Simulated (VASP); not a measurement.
# Cu (P6_3/mmc) in VASP: single point with r2SCAN

Aim: the single point of Cu with r2SCAN.

Program: VASP 6.6.1. These are calculated values, not measurements. Logs are shortened: lines on timing, memory, paths and dates and some standing lists are left out, and cuts for length are marked.

## 1. The cell of the first run

Symmetry: P6_3/mmc, No. 194, hexagonal system. The conventional cell has a = 2.530 Å, b = 2.530 Å, c = 8.261 Å, α = 90.00°, β = 90.00°, γ = 120.00°. Within 3.3 Å of Cu (site symmetry -3m) lie 12 Cu at 2.53 Å. Within 3.3 Å of Cu (site symmetry -6m2) lie 12 Cu at 2.53 Å.

This isn't the form of Cu at room conditions, which is fcc.

## 2. Single point, r2SCAN

Contents of POSCAR:

```
Cu
1.0
    2.5298305898      0.0000000000      0.0000000000
   -1.2649152949      2.1908975581      0.0000000000
    0.0000000000      0.0000000000      8.2608085475
Cu
4
Direct
    0.0000000000      0.0000000000      0.0000000000
    0.3333333333      0.6666666667      0.2500000000
    0.0000000000      0.0000000000      0.5000000000
    0.6666666667      0.3333333333      0.7500000000
```

Contents of INCAR.step1:

```
PREC = Accurate
ENCUT = 660
ISMEAR = 1
SIGMA = 0.1
LREAL = F
LASPH = T
NELM = 120
NBANDS = 30
GGA = PE
ALGO = Normal
EDIFF = 1E-5
LWAVE = T
LCHARG = F
GGA_COMPAT = F
```

Contents of INCAR.step2:

```
PREC = Accurate
ENCUT = 660
EDIFF = 1E-6
ISMEAR = 1
SIGMA = 0.1
LREAL = F
LASPH = T
NELM = 120
ALGO = Normal
ISIF = 2
LWAVE = F
LCHARG = T
METAGGA = R2SCAN
LMIXTAU = T
LELF = T
LVHAR = T
NBANDS = 30
ISTART = 1
GGA_COMPAT = F
```

Contents of KPOINTS:

```
regular mesh
0
Gamma
  20 20 6
```

Potentials or basis: VASP PAW PBE potentials, release 64 (Cu).

On the command line:

```
cat potpaw_PBE.64/Cu/POTCAR > POTCAR
cp INCAR.step1 INCAR
mpirun -np 1 vasp_std > vasp.out
cp INCAR.step2 INCAR
mpirun -np 1 vasp_std > vasp.out
```

OUTCAR:

```text
PREC = Accurate
   ENCUT = 660
   EDIFF = 1E-6
   ISMEAR = 1
   LREAL = F
   LASPH = T
   NELM = 120
   ISIF = 2
   METAGGA = R2SCAN
   ISTART = 1

 ion  position               nearest neighbor table
   1  0.000  0.000  0.000-   2 2.53   4 2.53   4 2.53   2 2.53   4 2.53   2 2.53
   2  0.333  0.667  0.250-   1 2.53   3 2.53   1 2.53   3 2.53   1 2.53   3 2.53
   3  0.000  0.000  0.500-   2 2.53   4 2.53   4 2.53   2 2.53   4 2.53   2 2.53
   4  0.667  0.333  0.750-   1 2.53   3 2.53   1 2.53   3 2.53   1 2.53   3 2.53

  LATTYP: Found a hexagonal cell.
 ALAT       =     2.5298305898
 C/A-ratio  =     3.2653603687

  Lattice vectors:

 A1 = (   2.5298305898,   0.0000000000,   0.0000000000)
 A2 = (  -1.2649152949,   2.1908975581,   0.0000000000)
 A3 = (   0.0000000000,   0.0000000000,   8.2608085475)

Analysis of symmetry for initial positions (statically):
=====================================================================
 Subroutine PRICEL returns:
 Original cell was already a primitive cell.

 Routine SETGRP: Setting up the symmetry group for a
 hexagonal supercell.

 Subroutine GETGRP returns: Found 24 space group operations
 (whereof 12 operations were pure point group operations)
 out of a pool of 24 trial point group operations.

The static configuration has the point symmetry D_3d.
 The point group associated with its full space group is D_6h.

Analysis of symmetry for dynamics (positions and initial velocities):
=====================================================================
 Subroutine PRICEL returns:
 Original cell was already a primitive cell.

 Routine SETGRP: Setting up the symmetry group for a
 hexagonal supercell.

 Subroutine GETGRP returns: Found 24 space group operations
 (whereof 12 operations were pure point group operations)
 out of a pool of 24 trial point group operations.

The dynamic configuration has the point symmetry D_3d.
 The point group associated with its full space group is D_6h.

 Subroutine INISYM returns: Found 24 space group operations
 (whereof 12 operations are pure point group operations),
 and found     1 'primitive' translations

----------------------------------------------------------------------------------------

                                     Primitive cell

  volume of cell :      45.7864

  direct lattice vectors                    reciprocal lattice vectors
     2.529830590  0.000000000  0.000000000     0.395283385  0.228216969  0.000000000
    -1.264915295  2.190897558  0.000000000     0.000000000  0.456433938  0.000000000
     0.000000000  0.000000000  8.260808547     0.000000000  0.000000000  0.121053526

  length of vectors
     2.529830590  2.529830590  8.260808547     0.456433938  0.456433938  0.121053526

  position of ions in fractional coordinates (direct lattice)
     0.000000000  0.000000000  0.000000000
     0.333333333  0.666666667  0.250000000
     0.000000000  0.000000000  0.500000000
     0.666666667  0.333333333  0.750000000

  ion indices of the primitive-cell ions
   primitive index   ion index
                 1           1
                 2           2
                 3           3
                 4           4

----------------------------------------------------------------------------------------

 KPOINTS: regular mesh

Automatic generation of k-mesh.
 Grid dimensions read from file:
 generate k-points for:   20   20    6

 Generating k-lattice:

  Cartesian coordinates                     Fractional coordinates (reciprocal lattice)
     0.019764169  0.011410848  0.000000000     0.050000000  0.000000000  0.000000000
     0.000000000  0.022821697  0.000000000     0.000000000  0.050000000  0.000000000
     0.000000000  0.000000000  0.020175588     0.000000000  0.000000000  0.166666667

  Length of vectors
     0.022821697  0.022821697  0.020175588

  Shift w.r.t. Gamma in fractional coordinates (k-lattice)
     0.000000000  0.000000000  0.000000000

 Subroutine IBZKPT returns following result:
 ===========================================

 Found    176 irreducible k-points:

 Following reciprocal coordinates:
            Coordinates               Weight
  0.000000  0.000000  0.000000      1.000000
  0.050000 -0.000000  0.000000      6.000000
  0.100000 -0.000000  0.000000      6.000000
  0.150000 -0.000000  0.000000      6.000000
  0.200000 -0.000000  0.000000      6.000000
  0.250000  0.000000  0.000000      6.000000
[... 16 lines left out ...]
  0.200000  0.100000  0.000000     12.000000
  0.250000  0.100000  0.000000     12.000000
 [... further k-points ...]
   k-points           NKPTS =    176   k-points in BZ     NKDIM =    176   number of bands    NBANDS=     30
   number of dos      NEDOS =    301   number of ions     NIONS =      4
   total plane-waves  NPLWV =  40320
   dimension x,y,z NGX =    24 NGY =   24 NGZ =   70
   dimension x,y,z NGXF=    48 NGYF=   48 NGZF=  140
   ions per type =               4
   NGX,Y,Z   is equivalent  to a cutoff of  15.77, 15.77, 14.09 a.u.
   NGXF,Y,Z  is equivalent  to a cutoff of  31.54, 31.54, 28.17 a.u.
 SYSTEM =  unknown system
   PREC   = accura    normal or accurate (medium, high low for compatibility)
   ISTART =      1    job   : 0-new  1-cont  2-samecut
   ICHARG =      0    charge: 1-file 2-atom 10-const
   ISPIN  =      1    spin polarized calculation?
   LNONCOLLINEAR =      F non collinear calculations
   LSORBIT =      F    spin-orbit coupling
   LASPH  =      T    aspherical Exc in radial PAW
   ENCUT  =  660.0 eV  48.51 Ry    6.96 a.u.   5.30  5.30 17.30*2*pi/ulx,y,z
   NELM   =    120;   NELMIN=  2; NELMDL=  0     # of ELM steps
   EDIFF  = 0.1E-05   stopping-criterion for ELM
   LREAL  =      F    real-space projection
   EDIFFG = 0.1E-04   stopping-criterion for IOM
   NSW    =      0    number of steps for IOM
   IBRION =     -1    ionic relax: 0-MD 1-quasi-New 2-CG
   NFREE  =      0    steps in history (QN), initial steepest desc. (CG)
   ISIF   =      2    stress and relaxation
   ISYM   =      2    0-nonsym 1-usesym 2-fastsym
   POTIM  = 0.5000    time-step for ionic-motion
   TEBEG  =    0.0;   TEEND  =   0.0 temperature during run
   PSTRESS=    0.0 pullay stress
   NELECT =      44.0000    total number of electrons
   NUPDOWN=      -1.0000    fix difference up-down
   EMIN   =  10.00;   EMAX   =-10.00  energy-range for DOS
   EFERMI =   0.00;   METHOD = LEGACY
   ISMEAR =     1;   SIGMA  =   0.10  broadening in eV -4-tet -1-fermi 0-gaus
   EFERMI_NEDOS =   21; number of points for ismear=-14 and -15
   IALGO  =     38    algorithm
   IMIX   =      4    mixing-type and parameters
     AMIX     =   0.40;   BMIX     =  1.00
     AMIX_MAG =   1.60;   BMIX_MAG =  1.00
  volume/ion in A,a.u.               =      11.45        77.25
  Fermi-wavevector in a.u.,A,eV,Ry     =   1.615525  3.052900 35.510134  2.609921
  Thomas-Fermi vector in A             =   2.710259
   LORBIT       =      0    0 simple, 1 ext, 2 COOP (PROOUT), +10 PAW based schemes
   METAGGA = R2SCAN    functional components
   LHFCALC =     F    Hartree Fock is set to
   AEXX    =    0.0000 exact exchange contribution
   IVDW    =     0    specifies the selected vdW correction
   LEPSILON=     F    determine dielectric tensor
   LRPA    =     F    only Hartree local field effects (RPA)
 non-spin polarized calculation
 Methfessel and Paxton  Order N= 1 SIGMA  =   0.10
  energy-cutoff  :      660.00
  volume of cell :       45.79
 maximum number of plane-waves:      1782
 NGX is ok and might be reduce to    24
   NGX = 11   NGY = 11   NGZ = 35

 number of electron      43.9999994 magnetization

 Free energy of the ion-electron system (eV)
  ---------------------------------------------------
  ext. energy  EPLUGINS =         0.00000000
  ---------------------------------------------------
  free energy    TOTEN  =       -43.28717275 eV

  energy without entropy =      -43.28690423  energy(sigma->0) =      -43.28708324

 E-fermi :   7.7813     XC(G=0): -13.9560

 val. band max:        7.7774441624   @ k =   0.3000   0.1500   0.0000
 cond. band min:       7.7950785426   @ k =   0.3500   0.0500   0.1667
 fundamental gap:      0.0176343802
 Fermi energy:         7.7812858211

 k-point     1 :       0.0000    0.0000    0.0000
  band No.  band energies     occupation
      1      -2.1301      2.00000
      2       0.1196      2.00000
      3       0.1233      2.00000
      4       2.3693      2.00000
      5       4.2773      2.00000
      6       4.2842      2.00000
[... 22 lines left out ...]
     29      30.7373      0.00000
     30      31.1838      0.00000

 k-point     2 :       0.0500   -0.0000    0.0000
  band No.  band energies     occupation
      1      -2.0439      2.00000
      2       0.1963      2.00000
      3       0.2001      2.00000
      4       2.4199      2.00000
      5       4.2321      2.00000
      6       4.2621      2.00000
[... 22 lines left out ...]
     29      29.8721      0.00000
     30      30.0326      0.00000

 k-point     3 :       0.1000   -0.0000    0.0000
  band No.  band energies     occupation
      1      -1.7875      2.00000
      2       0.4221      2.00000
      3       0.4257      2.00000
      4       2.5645      2.00000
      5       4.1267      2.00000
      6       4.2040      2.00000
[... 22 lines left out ...]
     29      28.1413      0.00000
     30      28.1603      0.00000

 k-point     4 :       0.1500   -0.0000    0.0000
  band No.  band energies     occupation
      1      -1.3674      2.00000
      2       0.7809      2.00000
      3       0.7844      2.00000
      4       2.7789      2.00000
      5       4.0040      2.00000
      6       4.1225      2.00000
[... 22 lines left out ...]
     29      25.7860      0.00000
     30      25.8247      0.00000

 k-point     5 :       0.2000   -0.0000    0.0000
  band No.  band energies     occupation
      1      -0.7965      2.00000
      2       1.2387      2.00000
      3       1.2420      2.00000
      4       3.0145      2.00000
      5       3.8939      2.00000
      6       3.9978      2.00000
[... 22 lines left out ...]
     29      23.3999      0.00000
     30      23.5787      0.00000
[... 526 lines left out ...]
     29      23.8924      0.00000
     30      25.5964      0.00000

 k-point    22 :       0.1500    0.1000    0.0000
  band No.  band energies     occupation
      1      -0.5559      2.00000
      2       1.4285      2.00000
      3       1.4321      2.00000
      4       3.1260      2.00000
      5       3.8538      2.00000
      6       3.9650      2.00000
[... 22 lines left out ...]
     29      22.8523      0.00000
     30      23.6513      0.00000

 k-point    23 :       0.2000    0.1000    0.0000
  band No.  band energies     occupation
      1       0.1322      2.00000
      2       1.8996      2.00000
      3       1.9038      2.00000
      4       3.3003      2.00000
      5       3.7524      2.00000
      6       3.8031      2.00000
[... 22 lines left out ...]
     29      21.8403      0.00000
     30      22.9560      0.00000

 k-point    24 :       0.2500    0.1000    0.0000
  band No.  band energies     occupation
      1       0.9002      2.00000
      2       2.2983      2.00000
      3       2.3069      2.00000
      4       3.3297      2.00000
      5       3.5985      2.00000
      6       3.8113      2.00000
[... 22 lines left out ...]
     29      21.0108      0.00000
     30      23.1292      0.00000

 [... further k-points ...]

------------------------ aborting loop because EDIFF is reached ----------------------------------------

  FORCE on cell =-STRESS in cart. coord.  units (eV):
  Direction    XX          YY          ZZ          XY          YZ          ZX
  --------------------------------------------------------------------------------------
  -------------------------------------------------------------------------------------
  Total        0.1218589      0.1218589      0.1438037     -0.0000000     -0.0000000      0.0000000
  in kB        4.2641433      4.2641433      5.0320462     -0.0000000     -0.0000000      0.0000000
  external PRESSURE =       4.5201110 kB  Pullay stress =       0.0000000 kB

 VOLUME and BASIS-vectors are now :
 -----------------------------------------------------------------------------
  energy-cutoff  :      660.00
  volume of cell :       45.79
      direct lattice vectors                 reciprocal lattice vectors
     2.529830590  0.000000000  0.000000000     0.395283385  0.228216969  0.000000000
    -1.264915295  2.190897558  0.000000000     0.000000000  0.456433938  0.000000000
     0.000000000  0.000000000  8.260808547     0.000000000  0.000000000  0.121053526

 POSITION                                       TOTAL-FORCE (eV/Angst)
 -----------------------------------------------------------------------------------
      0.00000      0.00000      0.00000        -0.000000      0.000000      0.000000
     -0.00000      1.46060      2.06520        -0.000000      0.000000     -0.000000
      0.00000      0.00000      4.13040        -0.000000      0.000000      0.000000
      1.26492      0.73030      6.19561         0.000000     -0.000000      0.000000
 -----------------------------------------------------------------------------------
    total drift:                               -0.000000      0.000000      0.000000

  FREE ENERGIE OF THE ION-ELECTRON SYSTEM (eV)
  ---------------------------------------------------
  free  energy   TOTEN  =       -43.2871727514 eV

  energy  without entropy=      -43.2869042291  energy(sigma->0) =      -43.28708324
```

It took 25 min on 1 thread of Intel Xeon 8259CL, shared host; peak memory 0.38 GiB.

Results:

```yaml
Free_energy: -43.2872 eV
Pressure: 0.5 GPa
Band_gap_on_the_k_mesh: zero (bands 22 and 23 overlap by 5.13 eV)
```

Stress tensor (GPa, compression positive):
```
0.43 0.00 0.00
0.00 0.43 0.00
0.00 0.00 0.50
```

Levels at points of the mesh, in eV from the Fermi level:
| k point | band 20 | band 21 | band 22 | band 23 | band 24 | band 25 |
| --- | --- | --- | --- | --- | --- | --- |
| (0.00, 0.00, 0.00) | -2.10 | -2.10 | -1.80 | -1.80 | -1.13 | 4.15 |
| (0.50, 0.00, 0.00) | -1.63 | -0.70 | 0.41 | 1.03 | 1.66 | 5.00 |
| (0.00, 0.00, 0.50) | -2.41 | -1.92 | -1.92 | -1.92 | -1.92 | 7.42 |
| (0.50, 0.00, 0.50) | -1.66 | 0.03 | 0.03 | 1.45 | 1.45 | 5.52 |

Caveat: the PAW data sets were made with another functional, which shifts forces and pressure a little.
